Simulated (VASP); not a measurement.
Here is a VASP 6.6.1 calculation.

Contents of POSCAR:

```
Cu
1.0
    2.5288403170      0.0000000000      0.0000000000
    0.0000000000      2.5288403170      0.0000000000
    0.0000000000      0.0000000000     23.1526000000
Cu
5
Direct
    0.0000000000      0.0000000000      0.3480379005
    0.5000000000      0.5000000000      0.4225704431
    0.0000000000      0.0000000000      0.4999999986
    0.5000000000      0.5000000000      0.5774295568
    0.0000000000      0.0000000000      0.6519621009
```

File INCAR.step1:

```
SYSTEM = Cu
PREC = Accurate ; ENCUT = 520
ISMEAR = -1 ; SIGMA = 0.05
LREAL = .FALSE. ; LASPH = .TRUE.
NELM = 80 ; NBANDS = 36
GGA = PE ; ALGO = Normal
EDIFF = 1E-4 ; LWAVE = .TRUE.
LCHARG = .FALSE.
```

File INCAR.step2:

```
SYSTEM = Cu
PREC = Accurate ; ENCUT = 520
EDIFF = 1E-6 ; ISMEAR = -1
SIGMA = 0.05 ; LREAL = .FALSE.
LASPH = .TRUE. ; NELM = 80
ALGO = Normal ; ISIF = 2
LWAVE = .FALSE. ; LCHARG = .FALSE.
METAGGA = R2SCAN ; LMIXTAU = .TRUE.
NBANDS = 36 ; ISTART = 1
```

Contents of KPOINTS:

```
Automatic mesh
0
G
  14 14 1
  0 0 0
```

Potentials or basis: VASP PAW PBE potentials, release 64 (Cu).

Command:

```bash
$ cat potpaw_PBE.64/Cu/POTCAR > POTCAR
$ cp INCAR.step1 INCAR
$ mpirun -np 1 vasp_std > vasp.out
$ cp INCAR.step2 INCAR
$ mpirun -np 1 vasp_std > vasp.out
```

(1) What does it give for the largest force?

(2) Predict the band gap on the k mesh.

Results:

(1) 0.031 eV/Å.

(2) zero (an odd number of electrons rules out a gap without spin polarisation).

Caveat: there is no dipole correction, which matters where the two faces differ; the PAW data sets were made with another functional, which shifts forces and pressure a little.
